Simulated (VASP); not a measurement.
# YN (Fm-3m) in VASP: a series of runs

YN is run at these levels: PBE; tasks: single point.

All numbers are computed with VASP 6.6.1; they aren't measurements. Logs are shortened: lines on timing, memory, paths and dates and some standing lists are left out, and cuts for length are marked.

**1. The cell of the first run**

It takes space group Fm-3m (No. 225, cubic). Conventional cell: a = 4.844 Å, b = 4.844 Å, c = 4.844 Å, α = 90.00°, β = 90.00°, γ = 90.00°. Within 3.2 Å of Y (site symmetry m-3m) lie 6 N at 2.42 Å. N (site symmetry m-3m) has 6 Y at 2.42 Å within 3.2 Å.

**2. Single point, PBE**

INCAR

```
SYSTEM = YN
PREC = Accurate
ENCUT = 600
EDIFF = 1E-6
ISMEAR = 0
SIGMA = 0.01
LREAL = .FALSE.
LASPH = .TRUE.
NELM = 120
ALGO = Normal
ISIF = 2
LWAVE = .FALSE.
LCHARG = .FALSE.
GGA = PE
NBANDS = 15
GGA_COMPAT = .FALSE.
```

KPOINTS

```
regular mesh
0
G
  8 8 8
  0 0 0
```

POSCAR

```
YN
1.0
    0.0000000000      2.4221337351      2.4221337351
    2.4221337351      0.0000000000      2.4221337351
    2.4221337351      2.4221337351      0.0000000000
Y N
1 1
Direct
    0.0000000000      0.0000000000      0.0000000000
    0.5000000000      0.5000000000      0.5000000000
```

Potentials or basis: VASP PAW PBE potentials, release 64 (Y_sv, N).

Command:

```sh
cat potpaw_PBE.64/Y_sv/POTCAR potpaw_PBE.64/N/POTCAR > POTCAR
mpirun -np 1 vasp_std > vasp.out
```

OUTCAR:

```text
SYSTEM = YN
   PREC = Accurate
   ENCUT = 600
   EDIFF = 1E-6
   ISMEAR = 0
   LREAL = .FALSE.
   LASPH = .TRUE.
   NELM = 120
   ISIF = 2
   GGA = PE

 ion  position               nearest neighbor table
   1  0.000  0.000  0.000-   2 2.42   2 2.42   2 2.42   2 2.42   2 2.42   2 2.42
   2  0.500  0.500  0.500-   1 2.42   1 2.42   1 2.42   1 2.42   1 2.42   1 2.42

  LATTYP: Found a face centered cubic cell.
 ALAT       =     4.8442674702

  Lattice vectors:

 A1 = (   0.0000000000,   2.4221337351,   2.4221337351)
 A2 = (   2.4221337351,   0.0000000000,   2.4221337351)
 A3 = (   2.4221337351,   2.4221337351,   0.0000000000)

Analysis of symmetry for initial positions (statically):
=====================================================================
 Subroutine PRICEL returns:
 Original cell was already a primitive cell.

 Routine SETGRP: Setting up the symmetry group for a
 face centered cubic supercell.

 Subroutine GETGRP returns: Found 48 space group operations
 (whereof 48 operations were pure point group operations)
 out of a pool of 48 trial point group operations.

The static configuration has the point symmetry O_h .

Analysis of symmetry for dynamics (positions and initial velocities):
=====================================================================
 Subroutine PRICEL returns:
 Original cell was already a primitive cell.

 Routine SETGRP: Setting up the symmetry group for a
 face centered cubic supercell.

 Subroutine GETGRP returns: Found 48 space group operations
 (whereof 48 operations were pure point group operations)
 out of a pool of 48 trial point group operations.

The dynamic configuration has the point symmetry O_h .

 Subroutine INISYM returns: Found 48 space group operations
 (whereof 48 operations are pure point group operations),
 and found     1 'primitive' translations

----------------------------------------------------------------------------------------

                                     Primitive cell

  volume of cell :      28.4200

  direct lattice vectors                    reciprocal lattice vectors
     0.000000000  2.422133735  2.422133735    -0.206429560  0.206429560  0.206429560
     2.422133735  0.000000000  2.422133735     0.206429560 -0.206429560  0.206429560
     2.422133735  2.422133735  0.000000000     0.206429560  0.206429560 -0.206429560

  length of vectors
     3.425414378  3.425414378  3.425414378     0.357546485  0.357546485  0.357546485

  position of ions in fractional coordinates (direct lattice)
     0.000000000  0.000000000  0.000000000
     0.500000000  0.500000000  0.500000000

  ion indices of the primitive-cell ions
   primitive index   ion index
                 1           1
                 2           2

----------------------------------------------------------------------------------------

 KPOINTS: regular mesh

Automatic generation of k-mesh.
 Grid dimensions read from file:
 generate k-points for:    8    8    8

 Generating k-lattice:

  Cartesian coordinates                     Fractional coordinates (reciprocal lattice)
    -0.025803695  0.025803695  0.025803695     0.125000000  0.000000000  0.000000000
     0.025803695 -0.025803695  0.025803695     0.000000000  0.125000000  0.000000000
     0.025803695  0.025803695 -0.025803695     0.000000000  0.000000000  0.125000000

  Length of vectors
     0.044693311  0.044693311  0.044693311

  Shift w.r.t. Gamma in fractional coordinates (k-lattice)
     0.000000000  0.000000000  0.000000000

 Subroutine IBZKPT returns following result:
 ===========================================

 Found     29 irreducible k-points:

 Following reciprocal coordinates:
            Coordinates               Weight
  0.000000  0.000000  0.000000      1.000000
  0.125000  0.000000  0.000000      8.000000
  0.250000  0.000000  0.000000      8.000000
  0.375000  0.000000  0.000000      8.000000
  0.500000  0.000000  0.000000      4.000000
  0.125000  0.125000  0.000000      6.000000
[... 16 lines left out ...]
  0.500000  0.250000  0.125000     48.000000
 -0.375000  0.250000  0.125000     24.000000
 [... further k-points ...]
   k-points           NKPTS =     29   k-points in BZ     NKDIM =     29   number of bands    NBANDS=     15
   number of dos      NEDOS =    301   number of ions     NIONS =      2
   total plane-waves  NPLWV =  21952
   dimension x,y,z NGX =    28 NGY =   28 NGZ =   28
   dimension x,y,z NGXF=    56 NGYF=   56 NGZF=   56
   ions per type =               1   1
   NGX,Y,Z   is equivalent  to a cutoff of  13.59, 13.59, 13.59 a.u.
   NGXF,Y,Z  is equivalent  to a cutoff of  27.18, 27.18, 27.18 a.u.
 SYSTEM =  YN
   PREC   = accura    normal or accurate (medium, high low for compatibility)
   ISTART =      0    job   : 0-new  1-cont  2-samecut
   ICHARG =      2    charge: 1-file 2-atom 10-const
   ISPIN  =      1    spin polarized calculation?
   LNONCOLLINEAR =      F non collinear calculations
   LSORBIT =      F    spin-orbit coupling
   LASPH  =      T    aspherical Exc in radial PAW
   ENCUT  =  600.0 eV  44.10 Ry    6.64 a.u.   6.84  6.84  6.84*2*pi/ulx,y,z
   NELM   =    120;   NELMIN=  2; NELMDL= -5     # of ELM steps
   EDIFF  = 0.1E-05   stopping-criterion for ELM
   LREAL  =      F    real-space projection
   EDIFFG = 0.1E-04   stopping-criterion for IOM
   NSW    =      0    number of steps for IOM
   IBRION =     -1    ionic relax: 0-MD 1-quasi-New 2-CG
   NFREE  =      0    steps in history (QN), initial steepest desc. (CG)
   ISIF   =      2    stress and relaxation
   ISYM   =      2    0-nonsym 1-usesym 2-fastsym
   POTIM  = 0.5000    time-step for ionic-motion
   TEBEG  =    0.0;   TEEND  =   0.0 temperature during run
   PSTRESS=    0.0 pullay stress
   NELECT =      16.0000    total number of electrons
   NUPDOWN=      -1.0000    fix difference up-down
   EMIN   =  10.00;   EMAX   =-10.00  energy-range for DOS
   EFERMI =   0.00;   METHOD = LEGACY
   ISMEAR =     0;   SIGMA  =   0.01  broadening in eV -4-tet -1-fermi 0-gaus
   EFERMI_NEDOS =   21; number of points for ismear=-14 and -15
   IALGO  =     38    algorithm
   IMIX   =      4    mixing-type and parameters
     AMIX     =   0.40;   BMIX     =  1.00
     AMIX_MAG =   1.60;   BMIX_MAG =  1.00
  volume/ion in A,a.u.               =      14.21        95.89
  Fermi-wavevector in a.u.,A,eV,Ry     =   1.351782  2.554498 24.862130  1.827315
  Thomas-Fermi vector in A             =   2.479175
   LORBIT       =      0    0 simple, 1 ext, 2 COOP (PROOUT), +10 PAW based schemes
   GGA     = PE    functional components
   LHFCALC =     F    Hartree Fock is set to
   AEXX    =    0.0000 exact exchange contribution
   IVDW    =     0    specifies the selected vdW correction
   LEPSILON=     F    determine dielectric tensor
   LRPA    =     F    only Hartree local field effects (RPA)
 non-spin polarized calculation
 Gauss-broadening in eV      SIGMA  =   0.01
  energy-cutoff  :      600.00
  volume of cell :       28.42
 maximum number of plane-waves:       960
   NGX = 13   NGY = 13   NGZ = 13

 number of electron      16.0000001 magnetization

 Free energy of the ion-electron system (eV)
  ---------------------------------------------------
  ext. energy  EPLUGINS =         0.00000000
  ---------------------------------------------------
  free energy    TOTEN  =       -18.20749325 eV

  energy without entropy =      -18.20749325  energy(sigma->0) =      -18.20749325

 E-fermi :   4.3782     XC(G=0): -11.3799

 val. band max:        4.3242298525   @ k =   0.0000   0.0000   0.0000
 cond. band min:       4.4595650865   @ k =   0.5000   0.5000   0.0000
 fundamental gap:      0.1353352340
 Fermi energy:         4.3781725286

 k-point     1 :       0.0000    0.0000    0.0000
  band No.  band energies     occupation
      1     -36.3946      2.00000
      2     -16.0133      2.00000
      3     -16.0133      2.00000
      4     -16.0133      2.00000
      5      -8.6616      2.00000
      6       4.3242      2.00000
      7       4.3242      2.00000
      8       4.3242      2.00000
      9       7.5028      0.00000
     10       7.5028      0.00000
     11       7.5028      0.00000
     12       8.7315      0.00000
     13       9.5514      0.00000
     14       9.5514      0.00000
     15      15.2432      0.00000

 k-point     2 :       0.1250    0.0000    0.0000
  band No.  band energies     occupation
      1     -36.3751      2.00000
      2     -16.2235      2.00000
      3     -16.0267      2.00000
      4     -16.0267      2.00000
      5      -8.3737      2.00000
      6       3.4084      2.00000
      7       3.8064      2.00000
      8       3.8064      2.00000
      9       7.6227      0.00000
     10       7.8897      0.00000
     11       7.8897      0.00000
     12       9.5846      0.00000
     13      10.3431      0.00000
     14      10.3431      0.00000
     15      16.2598      0.00000

 k-point     3 :       0.2500    0.0000    0.0000
  band No.  band energies     occupation
      1     -36.3276      2.00000
      2     -16.6839      2.00000
      3     -16.0588      2.00000
      4     -16.0588      2.00000
      5      -7.7071      2.00000
      6       1.8552      2.00000
      7       2.9070      2.00000
      8       2.9070      2.00000
      9       8.0571      0.00000
     10       8.8852      0.00000
     11       8.8852      0.00000
     12      11.1270      0.00000
     13      12.0701      0.00000
     14      12.0701      0.00000
     15      18.2546      0.00000
[... 343 lines left out ...]
 k-point    23 :       0.5000    0.2500    0.1250
  band No.  band energies     occupation
      1     -36.2538      2.00000
      2     -16.9552      2.00000
      3     -16.3662      2.00000
      4     -16.1708      2.00000
      5      -7.3500      2.00000
      6       1.1843      2.00000
      7       2.3753      2.00000
      8       2.8200      2.00000
      9       7.7168      0.00000
     10      10.4456      0.00000
     11      10.8563      0.00000
     12      11.7588      0.00000
     13      13.6603      0.00000
     14      15.0918      0.00000
     15      17.7531      0.00000

 k-point    24 :      -0.3750    0.2500    0.1250
  band No.  band energies     occupation
      1     -36.2378      2.00000
      2     -17.0407      2.00000
      3     -16.3917      2.00000
      4     -16.2055      2.00000
      5      -7.2538      2.00000
      6       1.0753      2.00000
      7       2.4188      2.00000
      8       2.4448      2.00000
      9       8.9216      0.00000
     10       9.2521      0.00000
     11      11.3780      0.00000
     12      12.6668      0.00000
     13      14.2115      0.00000
     14      15.5003      0.00000
     15      17.2756      0.00000

 [... further k-points ...]

------------------------ aborting loop because EDIFF is reached ----------------------------------------

  FORCE on cell =-STRESS in cart. coord.  units (eV):
  Direction    XX          YY          ZZ          XY          YZ          ZX
  --------------------------------------------------------------------------------------
  -------------------------------------------------------------------------------------
  Total        1.1235875      1.1235875      1.1235875      0.0000000     -0.0000000     -0.0000000
  in kB       63.3421962     63.3421962     63.3421962      0.0000000     -0.0000000     -0.0000000
  external PRESSURE =      63.3421962 kB  Pullay stress =       0.0000000 kB

 VOLUME and BASIS-vectors are now :
 -----------------------------------------------------------------------------
  energy-cutoff  :      600.00
  volume of cell :       28.42
      direct lattice vectors                 reciprocal lattice vectors
     0.000000000  2.422133735  2.422133735    -0.206429560  0.206429560  0.206429560
     2.422133735  0.000000000  2.422133735     0.206429560 -0.206429560  0.206429560
     2.422133735  2.422133735  0.000000000     0.206429560  0.206429560 -0.206429560

 POSITION                                       TOTAL-FORCE (eV/Angst)
 -----------------------------------------------------------------------------------
      0.00000      0.00000      0.00000         0.000000      0.000000      0.000000
      2.42213      2.42213      2.42213         0.000000      0.000000     -0.000000
 -----------------------------------------------------------------------------------
    total drift:                                0.000000      0.000000      0.000000

  FREE ENERGIE OF THE ION-ELECTRON SYSTEM (eV)
  ---------------------------------------------------
  free  energy   TOTEN  =       -18.2074932519 eV

  energy  without entropy=      -18.2074932519  energy(sigma->0) =      -18.20749325
```

Run time: 19 s. Hardware: 1 thread of Intel Xeon 8259CL, shared host; peak memory 0.18 GiB.

What came out:

```
Free energy            : -18.2075 eV
Pressure               : 6.3 GPa
Band gap on the k mesh : 0.14 eV (least direct gap 0.50 eV)
```

Caveat: the cell stands under pressure; semilocal functionals underestimate gaps, and a narrow one can read as zero. A k mesh can miss the band edges.

**3. Single point, PBE**

This run uses another cell than the first one, of 14.50 Å³/atom.

INCAR

```
SYSTEM = YN
  PREC = Accurate
  ENCUT = 600
  EDIFF = 1E-6
  ISMEAR = 0
  SIGMA = 0.01
  LREAL = .FALSE.
  LASPH = .TRUE.
  NELM = 120
  ALGO = Normal
  ISIF = 2
  LWAVE = .FALSE.
  LCHARG = .FALSE.
  GGA = PE
  NBANDS = 15
  GGA_COMPAT = .FALSE.
```

KPOINTS

```
Automatic mesh
0
G
  8 8 8
  0 0 0
```

POSCAR

```
YN
1.0
    0.0000000000      2.4385000000      2.4385000000
    2.4385000000      0.0000000000      2.4385000000
    2.4385000000      2.4385000000      0.0000000000
Y N
1 1
Direct
    0.0000000000      0.0000000000      0.0000000000
    0.5000000000      0.5000000000      0.5000000000
```

Potentials or basis: VASP PAW PBE potentials, release 64 (Y_sv, N).

Command:

```sh
cat potpaw_PBE.64/Y_sv/POTCAR potpaw_PBE.64/N/POTCAR > POTCAR
mpirun -np 1 vasp_std > vasp.out
```

It took 20 s on 1 thread of Intel Xeon 8259CL, shared host; peak memory 0.18 GiB.

The run converged. Its results:

- Free energy: -18.2243 eV
- Pressure: 2.7 GPa
- Band gap on the k mesh: 0.17 eV (least direct gap 0.56 eV)

Levels at points of the mesh, in eV from the valence-band top:
| k point | band 5 | band 6 | band 7 | band 8 | band 9 | band 10 | band 11 | band 12 |
| --- | --- | --- | --- | --- | --- | --- | --- | --- |
| (0.00, 0.00, 0.00) | -12.93 | 0.00 | 0.00 | 0.00 | 3.15 | 3.15 | 3.15 | 4.22 |
| (0.50, 0.00, 0.00) | -11.14 | -4.10 | -2.27 | -2.27 | 5.73 | 6.41 | 6.41 | 6.78 |
| (0.50, 0.50, 0.00) | -12.50 | -1.49 | -0.38 | -0.38 | 0.17 | 6.89 | 7.29 | 7.96 |

Caveat: semilocal functionals underestimate gaps, and a narrow one can read as zero. A k mesh can miss the band edges.

(Part 1 of 2 ends here.)
